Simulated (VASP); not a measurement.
A run of VASP 6.6.1 is set up as follows.

Contents of POSCAR:

```
Si
1.0
    0.0000000000      2.7155000000      2.7155000000
    2.7155000000      0.0000000000      2.7155000000
    2.7155000000      2.7155000000      0.0000000000
Si
2
Direct
    0.0000000000      0.0000000000      0.0000000000
    0.2500000000      0.2500000000      0.2500000000
```

INCAR.step1

```
SYSTEM = Si
ALGO = Normal
EDIFF = 1E-5
ENCUT = 440
GGA = PE
GGA_COMPAT = .FALSE.
ISMEAR = 0
LASPH = .TRUE.
LCHARG = .FALSE.
LREAL = .FALSE.
LWAVE = .TRUE.
NBANDS = 11
NELM = 120
PREC = Accurate
SIGMA = 0.01
```

Contents of INCAR.step2:

```
SYSTEM = Si
ALGO = Normal
EDIFF = 1E-8
ENCUT = 440
GGA_COMPAT = .FALSE.
ISIF = 2
ISMEAR = 0
ISTART = 1
LASPH = .TRUE.
LCHARG = .FALSE.
LEFG = .TRUE.
LMIXTAU = .TRUE.
LREAL = .FALSE.
LWAVE = .FALSE.
METAGGA = R2SCAN
NBANDS = 11
NELM = 120
PREC = Accurate
SIGMA = 0.01
```

Contents of KPOINTS:

```
k-points
0
G
  12 12 12
  0 0 0
```

Potentials or basis: VASP PAW PBE potentials, release 64 (Si).

The run is started by

```bash
$ cat potpaw_PBE.64/Si/POTCAR > POTCAR
$ cp INCAR.step1 INCAR
$ mpirun -np 1 vasp_std > vasp.out
$ cp INCAR.step2 INCAR
$ mpirun -np 1 vasp_std > vasp.out
```

Task: Predict the pressure.

Result: 0.5 GPa.

Task: Predict the band gap on the k mesh.

Result: 0.77 eV (least direct gap 2.76 eV).

Caveat: the PAW data sets were made with another functional, which shifts forces and pressure a little. A k mesh can miss the band edges.
